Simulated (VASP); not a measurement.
# Li16H (a cell with a defect) in VASP: single point with PBEsol

Aim: the single point of Li16H (a cell with a defect) with PBEsol.

Program: VASP 6.6.1. These are calculated values, not measurements. Logs are shortened: lines on timing, memory, paths and dates and some standing lists are left out, and cuts for length are marked.

## (1) The cell of the first run

The cell holds a defect, 17 atoms: a = 6.980 Å, b = 6.980 Å, c = 6.980 Å, α = 90.00°, β = 90.00°, γ = 90.00°.

## (2) Single point, PBEsol

INCAR reads:

```
SYSTEM = Li16H
PREC = Accurate
ENCUT = 520
EDIFF = 1E-6
ISMEAR = 0
SIGMA = 0.15
LREAL = Auto
LASPH = .True.
NELM = 100
ALGO = Normal
ISIF = 2
LWAVE = .False.
LCHARG = .False.
GGA = PS
NBANDS = 38
```

KPOINTS reads:

```
Automatic mesh
0
Gamma
  3 3 3
  0 0 0
```

POSCAR reads:

```
Li16H
1.0
    6.9800000000      0.0000000000      0.0000000000
    0.0000000000      6.9800000000      0.0000000000
    0.0000000000      0.0000000000      6.9800000000
Li H
16 1
Direct
    0.0291352670     -0.0036407995      0.0000624717
    0.4710812901     -0.0029777558      0.0000612650
   -0.0085180193      0.4907114286      0.0000339493
    0.0023595572      0.0008355984      0.5000417386
    0.2495929883      0.2672112819      0.2635616433
    0.5077782456      0.4911260342      0.0000331593
    0.4971353127      0.0008105172      0.5000412622
    0.7498018716      0.2371655733      0.2465581198
   -0.0153159775      0.5063960478      0.5000232957
    0.2495819306      0.7479368999      0.2423900806
    0.2495932158      0.2671788451      0.7364891930
    0.5150365349      0.5061742440      0.5000227947
    0.7496843895      0.7590380198      0.2440605819
    0.7498027603      0.2371585013      0.7534978466
    0.2495829991      0.7478747116      0.7575855741
    0.7496853525      0.7590296949      0.7559809884
    0.2510568815      0.8530010573     -0.0000981643
```

Potentials or basis: VASP PAW PBE potentials, release 64 (Li_sv, H).

Run with:

```sh
cat potpaw_PBE.64/Li_sv/POTCAR potpaw_PBE.64/H/POTCAR > POTCAR
mpirun -np 1 vasp_std > vasp.out
```

OUTCAR:

```text
SYSTEM = Li16H
   PREC = Accurate
   ENCUT = 520
   EDIFF = 1E-6
   ISMEAR = 0
   LREAL = Auto
   LASPH = .True.
   NELM = 100
   ISIF = 2
   GGA = PS

 ion  position               nearest neighbor table
   1  0.029  0.996  0.000-
   2  0.471  0.997  0.000-
   3  0.991  0.491  0.000-
   4  0.002  0.001  0.500-
   5  0.250  0.267  0.264-
   6  0.508  0.491  0.000-
[... 9 lines left out ...]
  16  0.750  0.759  0.756-
  17  0.251  0.853  1.000-

  LATTYP: Found a simple cubic cell.
 ALAT       =     6.9800000000

  Lattice vectors:

 A1 = (   6.9800000000,   0.0000000000,   0.0000000000)
 A2 = (   0.0000000000,   6.9800000000,   0.0000000000)
 A3 = (   0.0000000000,   0.0000000000,   6.9800000000)

Analysis of symmetry for initial positions (statically):
=====================================================================
 Subroutine PRICEL returns:
 Original cell was already a primitive cell.

 Routine SETGRP: Setting up the symmetry group for a
 simple cubic supercell.

 Subroutine GETGRP returns: Found  1 space group operations
 (whereof  1 operations were pure point group operations)
 out of a pool of 48 trial point group operations.

The static configuration has the point symmetry C_1 .

Analysis of symmetry for dynamics (positions and initial velocities):
=====================================================================
 Subroutine PRICEL returns:
 Original cell was already a primitive cell.

 Routine SETGRP: Setting up the symmetry group for a
 simple cubic supercell.

 Subroutine GETGRP returns: Found  1 space group operations
 (whereof  1 operations were pure point group operations)
 out of a pool of 48 trial point group operations.

The dynamic configuration has the point symmetry C_1 .

 Subroutine INISYM returns: Found  1 space group operations
 (whereof  1 operations are pure point group operations),
 and found     1 'primitive' translations

----------------------------------------------------------------------------------------

                                     Primitive cell

  volume of cell :     340.0684

  direct lattice vectors                    reciprocal lattice vectors
     6.980000000  0.000000000  0.000000000     0.143266476  0.000000000  0.000000000
     0.000000000  6.980000000  0.000000000     0.000000000  0.143266476  0.000000000
     0.000000000  0.000000000  6.980000000     0.000000000  0.000000000  0.143266476

  length of vectors
     6.980000000  6.980000000  6.980000000     0.143266476  0.143266476  0.143266476

  position of ions in fractional coordinates (direct lattice)
     0.029135267  0.996359201  0.000062472
     0.471081290  0.997022244  0.000061265
     0.991481981  0.490711429  0.000033949
     0.002359557  0.000835598  0.500041739
     0.249592988  0.267211282  0.263561643
     0.507778246  0.491126034  0.000033159
[... 9 lines left out ...]
     0.749685353  0.759029695  0.755980988
     0.251056881  0.853001057  0.999901836

  ion indices of the primitive-cell ions
   primitive index   ion index
                 1           1
                 2           2
                 3           3
                 4           4
                 5           5
                 6           6
[... 9 lines left out ...]
                16          16
                17          17

----------------------------------------------------------------------------------------

 KPOINTS: Automatic mesh

Automatic generation of k-mesh.
 Grid dimensions read from file:
 generate k-points for:    3    3    3

 Generating k-lattice:

  Cartesian coordinates                     Fractional coordinates (reciprocal lattice)
     0.047755492  0.000000000  0.000000000     0.333333333  0.000000000  0.000000000
     0.000000000  0.047755492  0.000000000     0.000000000  0.333333333  0.000000000
     0.000000000  0.000000000  0.047755492     0.000000000  0.000000000  0.333333333

  Length of vectors
     0.047755492  0.047755492  0.047755492

  Shift w.r.t. Gamma in fractional coordinates (k-lattice)
     0.000000000  0.000000000  0.000000000

 Subroutine IBZKPT returns following result:
 ===========================================

 Found     14 irreducible k-points:

 Following reciprocal coordinates:
            Coordinates               Weight
  0.000000  0.000000  0.000000      1.000000
  0.333333  0.000000  0.000000      2.000000
  0.000000  0.333333  0.000000      2.000000
  0.000000  0.000000  0.333333      2.000000
  0.333333  0.333333  0.000000      2.000000
  0.000000  0.333333  0.333333      2.000000
  0.333333  0.000000  0.333333      2.000000
 -0.333333  0.333333  0.000000      2.000000
 -0.333333  0.000000  0.333333      2.000000
  0.000000 -0.333333  0.333333      2.000000
  0.333333  0.333333  0.333333      2.000000
 -0.333333  0.333333  0.333333      2.000000
 -0.333333 -0.333333  0.333333      2.000000
  0.333333 -0.333333  0.333333      2.000000
   k-points           NKPTS =     14   k-points in BZ     NKDIM =     14   number of bands    NBANDS=     38
   number of dos      NEDOS =    301   number of ions     NIONS =     17
   total plane-waves  NPLWV = 157464
   dimension x,y,z NGX =    54 NGY =   54 NGZ =   54
   dimension x,y,z NGXF=   108 NGYF=  108 NGZF=  108
   ions per type =              16   1
   NGX,Y,Z   is equivalent  to a cutoff of  12.86, 12.86, 12.86 a.u.
   NGXF,Y,Z  is equivalent  to a cutoff of  25.72, 25.72, 25.72 a.u.
 SYSTEM =  Li16H
   PREC   = accura    normal or accurate (medium, high low for compatibility)
   ISTART =      0    job   : 0-new  1-cont  2-samecut
   ICHARG =      2    charge: 1-file 2-atom 10-const
   ISPIN  =      1    spin polarized calculation?
   LNONCOLLINEAR =      F non collinear calculations
   LSORBIT =      F    spin-orbit coupling
   LASPH  =      T    aspherical Exc in radial PAW
   ENCUT  =  520.0 eV  38.22 Ry    6.18 a.u.  12.98 12.98 12.98*2*pi/ulx,y,z
   NELM   =    100;   NELMIN=  2; NELMDL= -5     # of ELM steps
   EDIFF  = 0.1E-05   stopping-criterion for ELM
   LREAL  =      T    real-space projection
   EDIFFG = 0.1E-04   stopping-criterion for IOM
   NSW    =      0    number of steps for IOM
   IBRION =     -1    ionic relax: 0-MD 1-quasi-New 2-CG
   NFREE  =      0    steps in history (QN), initial steepest desc. (CG)
   ISIF   =      2    stress and relaxation
   ISYM   =      2    0-nonsym 1-usesym 2-fastsym
   POTIM  = 0.5000    time-step for ionic-motion
   TEBEG  =    0.0;   TEEND  =   0.0 temperature during run
   PSTRESS=    0.0 pullay stress
   NELECT =      49.0000    total number of electrons
   NUPDOWN=      -1.0000    fix difference up-down
   EMIN   =  10.00;   EMAX   =-10.00  energy-range for DOS
   EFERMI =   0.00;   METHOD = LEGACY
   ISMEAR =     0;   SIGMA  =   0.15  broadening in eV -4-tet -1-fermi 0-gaus
   EFERMI_NEDOS =   21; number of points for ismear=-14 and -15
   IALGO  =     38    algorithm
   IMIX   =      4    mixing-type and parameters
     AMIX     =   0.40;   BMIX     =  1.00
     AMIX_MAG =   1.60;   BMIX_MAG =  1.00
  volume/ion in A,a.u.               =      20.00       134.99
  Fermi-wavevector in a.u.,A,eV,Ry     =   0.858258  1.621873 10.022155  0.736608
  Thomas-Fermi vector in A             =   1.975436
   LORBIT       =      0    0 simple, 1 ext, 2 COOP (PROOUT), +10 PAW based schemes
   GGA     = PS    functional components
   LHFCALC =     F    Hartree Fock is set to
   AEXX    =    0.0000 exact exchange contribution
   IVDW    =     0    specifies the selected vdW correction
   LEPSILON=     F    determine dielectric tensor
   LRPA    =     F    only Hartree local field effects (RPA)
 non-spin polarized calculation
 Gauss-broadening in eV      SIGMA  =   0.15
  energy-cutoff  :      520.00
  volume of cell :      340.07
 maximum number of plane-waves:      9180
 NGX is ok and might be reduce to    54
   NGX = 25   NGY = 25   NGZ = 25

 number of electron      48.9999977 magnetization

 Free energy of the ion-electron system (eV)
  ---------------------------------------------------
  ext. energy  EPLUGINS =         0.00000000
  ---------------------------------------------------
  free energy    TOTEN  =       -35.18854054 eV

  energy without entropy =      -35.07446562  energy(sigma->0) =      -35.13150308

 E-fermi :   0.5005     XC(G=0):  -6.9465

 val. band max:        0.4699374098   @ k =  -0.3333   0.3333   0.0000
 cond. band min:       0.5028485664   @ k =   0.0000   0.3333   0.3333
 fundamental gap:      0.0329111565
 Fermi energy:         0.5004864329

 k-point     1 :       0.0000    0.0000    0.0000
  band No.  band energies     occupation
      1     -45.5659      2.00000
      2     -45.5623      2.00000
      3     -45.4941      2.00000
      4     -45.4922      2.00000
      5     -45.4619      2.00000
      6     -45.4597      2.00000
[... 28 lines left out ...]
     35       3.5981      0.00000
     36       3.7836      0.00000

 k-point     2 :       0.3333    0.0000    0.0000
  band No.  band energies     occupation
      1     -45.5657      2.00000
      2     -45.5626      2.00000
      3     -45.4941      2.00000
      4     -45.4922      2.00000
      5     -45.4619      2.00000
      6     -45.4598      2.00000
[... 28 lines left out ...]
     35       3.7685      0.00000
     36       3.7754      0.00000

 k-point     3 :       0.0000    0.3333    0.0000
  band No.  band energies     occupation
      1     -45.5659      2.00000
      2     -45.5624      2.00000
      3     -45.4941      2.00000
      4     -45.4922      2.00000
      5     -45.4619      2.00000
      6     -45.4598      2.00000
[... 28 lines left out ...]
     35       3.7507      0.00000
     36       3.7519      0.00000

 k-point     4 :       0.0000    0.0000    0.3333
  band No.  band energies     occupation
      1     -45.5659      2.00000
      2     -45.5624      2.00000
      3     -45.4940      2.00000
      4     -45.4924      2.00000
      5     -45.4614      2.00000
      6     -45.4603      2.00000
[... 28 lines left out ...]
     35       3.7645      0.00000
     36       3.7809      0.00000

 k-point     5 :       0.3333    0.3333    0.0000
  band No.  band energies     occupation
      1     -45.5657      2.00000
      2     -45.5626      2.00000
      3     -45.4941      2.00000
      4     -45.4922      2.00000
      5     -45.4619      2.00000
      6     -45.4598      2.00000
[... 265 lines left out ...]
 k-point    12 :      -0.3333    0.3333    0.3333
  band No.  band energies     occupation
      1     -45.5657      2.00000
      2     -45.5626      2.00000
      3     -45.4940      2.00000
      4     -45.4924      2.00000
      5     -45.4614      2.00000
      6     -45.4603      2.00000
[... 28 lines left out ...]
     35       3.6686      0.00000
     36       3.7872      0.00000

 k-point    13 :      -0.3333   -0.3333    0.3333
  band No.  band energies     occupation
      1     -45.5657      2.00000
      2     -45.5626      2.00000
      3     -45.4940      2.00000
      4     -45.4924      2.00000
      5     -45.4614      2.00000
      6     -45.4603      2.00000
[... 28 lines left out ...]
     35       3.6683      0.00000
     36       3.7873      0.00000

 k-point    14 :       0.3333   -0.3333    0.3333
  band No.  band energies     occupation
      1     -45.5657      2.00000
      2     -45.5626      2.00000
      3     -45.4940      2.00000
      4     -45.4924      2.00000
      5     -45.4614      2.00000
      6     -45.4603      2.00000
[... 28 lines left out ...]
     35       3.6687      0.00000
     36       3.7872      0.00000
 [bands above 36 left out]

------------------------ aborting loop because EDIFF is reached ----------------------------------------

  FORCE on cell =-STRESS in cart. coord.  units (eV):
  Direction    XX          YY          ZZ          XY          YZ          ZX
  --------------------------------------------------------------------------------------
  -------------------------------------------------------------------------------------
  Total       -1.4695947     -1.7519257     -1.5604081      0.0167885      0.0006714     -0.0007115
  in kB       -6.9237583     -8.2539153     -7.3516111      0.0790965      0.0031633     -0.0033520
  external PRESSURE =      -7.5097615 kB  Pullay stress =       0.0000000 kB

 VOLUME and BASIS-vectors are now :
 -----------------------------------------------------------------------------
  energy-cutoff  :      520.00
  volume of cell :      340.07
      direct lattice vectors                 reciprocal lattice vectors
     6.980000000  0.000000000  0.000000000     0.143266476  0.000000000  0.000000000
     0.000000000  6.980000000  0.000000000     0.000000000  0.143266476  0.000000000
     0.000000000  0.000000000  6.980000000     0.000000000  0.000000000  0.143266476

 POSITION                                       TOTAL-FORCE (eV/Angst)
 -----------------------------------------------------------------------------------
      0.20336      6.95459      0.00044        -0.018970      0.008345     -0.000643
      3.28815      6.95922      0.00043         0.025011      0.010094     -0.000369
      6.92054      3.42517      0.00024        -0.002140      0.004232      0.000049
      0.01647      0.00583      3.49029        -0.005820      0.001946     -0.000566
      1.74216      1.86513      1.83966         0.000497     -0.002940      0.001012
      3.54429      3.42806      0.00023        -0.000968      0.002726      0.000048
[... 9 lines left out ...]
      5.23280      5.29803      5.27675         0.002423     -0.004378     -0.005751
      1.75238      5.95395      6.97931        -0.014439     -0.027894      0.001820
 -----------------------------------------------------------------------------------
    total drift:                               -0.001997      0.003852      0.001305

  FREE ENERGIE OF THE ION-ELECTRON SYSTEM (eV)
  ---------------------------------------------------
  free  energy   TOTEN  =       -35.1885405435 eV

  energy  without entropy=      -35.0744656221  energy(sigma->0) =      -35.13150308
```

Run time: 3.6 min. Hardware: 1 thread of Intel Xeon Platinum 8259CL at 2.50GHz (Skylake/Cascade Lake), shared host; peak memory 0.41 GiB.

What came out:

- Free energy: -35.1885 eV
- Largest force: 0.031 eV/Å

Forces on the atoms (eV/Å):
```
Li  -0.019  0.008 -0.001
Li   0.025  0.010  0.000
Li  -0.002  0.004  0.000
Li  -0.006  0.002 -0.001
Li   0.000 -0.003  0.001
Li  -0.001  0.003  0.000
Li   0.004  0.000  0.000
Li   0.000  0.001  0.001
Li  -0.001  0.003  0.000
Li   0.004  0.003 -0.004
Li   0.000 -0.003  0.000
Li   0.000  0.004  0.000
Li   0.002 -0.004  0.006
Li   0.000  0.001 -0.001
Li   0.004  0.003  0.004
Li   0.002 -0.004 -0.006
H   -0.014 -0.028  0.002
```

Caveat: the cutoff is under 1.25 times the usual one of these potentials, so pressure, stress and relaxed cells hold a basis-set (Pulay) error; the PAW data sets were made with another functional, which shifts forces and pressure a little.
